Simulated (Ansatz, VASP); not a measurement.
TaSi2 in VASP and in Ansatz

```
Ta Si
1.0
     4.76086    0.00000    0.00000
    -2.38043    4.12303    0.00000
     0.00000    0.00000    6.55578
Ta Si
3 6
Direct
  0.50000 0.00000 0.50000
  0.50000 0.50000 0.83333
  0.00000 0.50000 0.16667
  0.17139 0.34279 0.50000
  0.84073 0.15927 0.83333
  0.68146 0.84073 0.16667
  0.84073 0.68146 0.50000
  0.15927 0.84073 0.83333
  0.31854 0.15927 0.16667
```

Alike in both runs: task single point; functional PBEsol; k mesh 12 × 12 × 6; occupations gaussian, width 0.15 eV; no spin polarisation.

```csv
,VASP,Ansatz
version,VASP 6.6.1,Ansatz 0.2.0
potentials or method,"VASP PAW PBE potentials, release 64 (Ta_pv, Si), cutoff 520 eV","scalar-relativistic, plane waves, PAW"
valence electrons in the cell,57,63
```

|  | VASP | Ansatz | Ansatz less VASP |
| --- | --- | --- | --- |
| gap on the k mesh at the Fermi level (eV) | none | none | - |
| pressure (GPa) | 0.5 | 0.2 | -0.32 |
| traceless stress, the component that is largest in VASP (GPa) | 0.47 | 0.40 | -0.067 |
| rms of the force components (eV/Å) | 0.187 | 0.185 | -0.0016 |

VASP's potentials were made for PBE, not for PBEsol. Atom by atom the forces differ by 0.002 eV/Å (rms over components). A gap of «none» marks a metal or a gap that the smearing closes. The functional is the same, so the differences come from potentials, cutoffs and numerics. VASP's potentials hold 57 valence electrons a cell and Ansatz's 63, so a difference there can come from the potentials and not from the codes.

Neither program's run includes spin-orbit coupling.
